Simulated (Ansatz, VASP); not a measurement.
# Two plane-wave programs on AlAs

File INCAR:

```
PREC = Accurate ; ENCUT = 500
EDIFF = 1E-6 ; ISMEAR = 0
SIGMA = 0.01 ; LREAL = False
LASPH = True ; NELM = 120
ALGO = Normal ; ISIF = 2
LWAVE = False ; LCHARG = False
GGA = PE ; NBANDS = 11
GGA_COMPAT = False
```

File KPOINTS:

```
regular mesh
0
Gamma
  3 3 3
```

File POSCAR:

```
AlAs
1.0
    0.0000000000      2.8304000000      2.8304000000
    2.8304000000      0.0000000000      2.8304000000
    2.8304000000      2.8304000000      0.0000000000
Al As
1 1
Direct
    0.0000000000      0.0000000000      0.0000000000
    0.2500000000      0.2500000000      0.2500000000
```

Input for Ansatz:

```yaml
crystal:
  lattice:
    - [0.0, 2.8304, 2.8304]
    - [2.8304, 0.0, 2.8304]
    - [2.8304, 2.8304, 0.0]
  atoms:
    - { symbol: Al, position: [0.0, 0.0, 0.0] }
    - { symbol: As, position: [0.25, 0.25, 0.25] }
basis:
  ecutwfc: 653.073269903712
kpoints:
  mp_grid:
    grid: [3, 3, 3]
hamiltonian:
  xc: pbe
scf:
  self_checks: high
  occupations:
    method: fixed
output:
  eigenvalues: true
```

Alike in both runs: task single point; functional PBE; k mesh 3 × 3 × 3; no spin polarisation.

|  | VASP | Ansatz |
| --- | --- | --- |
| version | VASP 6.6.1 | Ansatz 0.2.0 |
| potentials or method | VASP PAW PBE potentials, release 64 (Al, As), cutoff 500 eV | plane waves, PAW |
| occupations | gaussian, width 0.01 eV | fixed |
| valence electrons in the cell | 8 | 18 |

```tsv
	VASP	Ansatz	Ansatz less VASP
gap on the k mesh at the Fermi level (eV)	1.93	1.94	+0.012
```

VASP's potentials hold 8 valence electrons a cell and Ansatz's 18, so a difference there can come from the potentials and not from the codes.

The k mesh is coarse, so the values compare programs but aren't converged.
